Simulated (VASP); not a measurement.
The system is PbO2.

```
Pb O
1.0
     0.00000    2.70199    2.70199
     2.70199    0.00000    2.70199
     2.70199    2.70199    0.00000
Pb O
1 2
Direct
  0.00000 0.00000 0.00000
  0.75000 0.75000 0.75000
  0.25000 0.25000 0.25000
```

Base run:

```yaml
Program: VASP 6.6.1
Functional: LDA
Potentials_or_basis: VASP PAW LDA potentials, release 64 (Pb_d, O)
Cutoff: 520 eV
k_mesh: 9 × 9 × 9
Occupations: fermi-dirac, width 0.05 eV
Spin: no spin polarisation
```

Its results: band gap on the k mesh zero (bands 13 and 14 overlap by 1.17 eV); pressure -9.8 GPa.

The run is repeated on the same cell with these changes: functional from LDA to RPBE; potentials or basis from VASP PAW LDA potentials, release 64 (Pb_d, O) to VASP PAW PBE potentials, release 64 (Pb_d, O). What comes out?

Band gap on the k mesh zero (bands 13 and 14 overlap by 1.14 eV); pressure 4.5 GPa.

Caveats: spin-orbit coupling is left out, which moves the levels of the heavy elements; the cell stands under tension (at least some runs); the cell stands under pressure (at least some runs); the PAW data sets were made with another functional, which shifts forces and pressure a little (at least some runs).
